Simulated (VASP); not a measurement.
The system is TiCo.

```
CELL_PARAMETERS angstrom
0.00000 2.41500 2.41500
2.41500 0.00000 2.41500
2.41500 2.41500 0.00000
ATOMIC_POSITIONS crystal
Ti 0.00000 0.00000 0.00000
Co 0.75000 0.75000 0.75000
```

- Program: VASP 6.6.1
- Task: relaxation of cell and atoms
- Functional: r2SCAN
- Potentials or basis: VASP PAW PBE potentials, release 64 (Ti_sv, Co)
- Cutoff: 600 eV
- k mesh: 6 × 6 × 6
- Occupations: gaussian, width 0.1 eV
- Spin: collinear spin
- Starting moments: [-0.35, 0.0] μB

At the start: pressure 40.5 GPa; volume 14.08 Å³/atom.

Task: Where does the relaxation end?

Result: Over 4 steps the energy falls by 419.3 meV/atom and the volume is 18.30 Å³/atom (+29.9 %); space group F-43m (No. 216, to 0.1 Å) before and after; moment 0.74 μB per cell.

The path:
| step | energy change (eV) | largest force (eV/Å) | pressure (GPa) | volume (Å³) |
| --- | --- | --- | --- | --- |
| 1 | 0.0000 | 0.0000 | 40.46 | 28.17 |
| 2 | -0.5226 | 0.0000 | -9.30 | 45.30 |
| 3 | -0.8384 | 0.0000 | -0.38 | 36.79 |
| 4 | -0.8386 | 0.0000 | -0.04 | 36.61 |

Final structure:
```
Ti Co
1.0
     0.00000    2.63535    2.63535
     2.63535    0.00000    2.63535
     2.63535    2.63535    0.00000
Ti Co
1 1
Cartesian
  0.0000 0.0000 0.0000
  3.9530 3.9530 3.9530
```

Caveat: the k points lie up to 0.34 Å⁻¹ apart in the final cell; the volume moved by over 15 % at a fixed basis, so the end points are rough; the PAW data sets were made with another functional, which shifts forces and pressure a little.
